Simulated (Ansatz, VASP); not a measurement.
# AlNi3: VASP beside Ansatz

Contents of INCAR:

```
SYSTEM = AlNi3
  PREC = Accurate
  ENCUT = 520
  EDIFF = 1E-6
  ISMEAR = 0
  SIGMA = 0.15
  LREAL = .FALSE.
  LASPH = .TRUE.
  NELM = 60
  ALGO = Fast
  ISIF = 2
  LWAVE = .FALSE.
  LCHARG = .TRUE.
  GGA = PS
  LELF = .TRUE.
  LVHAR = .TRUE.
  NBANDS = 24
```

The input KPOINTS:

```
Automatic mesh
0
G
  14 14 14
  0 0 0
```

POSCAR

```
AlNi3
1.0
    0.2119283313      2.9666293450      2.9666293450
    2.9666293450      0.2119283313      2.9666293450
    2.9666293450      2.9666293450      0.2119283313
Al Ni
1 3
Direct
    0.5000000000      0.5000000000      0.5000000000
    0.2500000000      0.2500000000      0.2500000000
    0.0000000000      0.0000000000      0.0000000000
    0.7500000000      0.7500000000      0.7500000000
```

Input for Ansatz:

```yaml
crystal:
  lattice:
    - [0.2119283313, 2.966629345, 2.966629345]
    - [2.966629345, 0.2119283313, 2.966629345]
    - [2.966629345, 2.966629345, 0.2119283313]
  atoms:
    - { symbol: Al, position: [0.5, 0.5, 0.5] }
    - { symbol: Ni, position: [0.25, 0.25, 0.25] }
    - { symbol: Ni, position: [0.0, 0.0, 0.0] }
    - { symbol: Ni, position: [0.75, 0.75, 0.75] }
basis:
  ecutwfc: 520.0
kpoints:
  mp_grid: { grid: [14, 14, 14] }
hamiltonian:
  xc: pbesol
  pseudopotentials: { kind: paw, azcp: { folder: soft_1 } }
scf:
  occupations: { method: gaussian, width: 0.15 }
output:
  forces: true
  stress: true
  eigenvalues: true
```

Alike in both runs: task single point; functional PBEsol; k mesh 14 × 14 × 14; occupations gaussian, width 0.15 eV; no spin polarisation.

```csv
,VASP,Ansatz
version,VASP 6.6.1,Ansatz 0.2.0
potentials or method,"VASP PAW PBE potentials, release 64 (Al, Ni), cutoff 520 eV","scalar-relativistic, plane waves, PAW"
valence electrons in the cell,33,57
```

|  | VASP | Ansatz | Ansatz less VASP |
| --- | --- | --- | --- |
| gap on the k mesh at the Fermi level (eV) | none | none | - |
| pressure (GPa) | -8.5 | -8.6 | -0.18 |
| traceless stress, the component that is largest in VASP (GPa) | -7.20 | -7.26 | -0.065 |
| rms of the force components (eV/Å) | 0.027 | 0.030 | +0.0026 |

VASP's potentials were made for PBE, not for PBEsol, and Ansatz warns of the same on its side. Atom by atom the forces differ by 0.003 eV/Å (rms over components). A gap of «none» marks a metal or a gap that the smearing closes. VASP's potentials hold 33 valence electrons a cell and Ansatz's 57, so a difference there can come from the potentials and not from the codes.
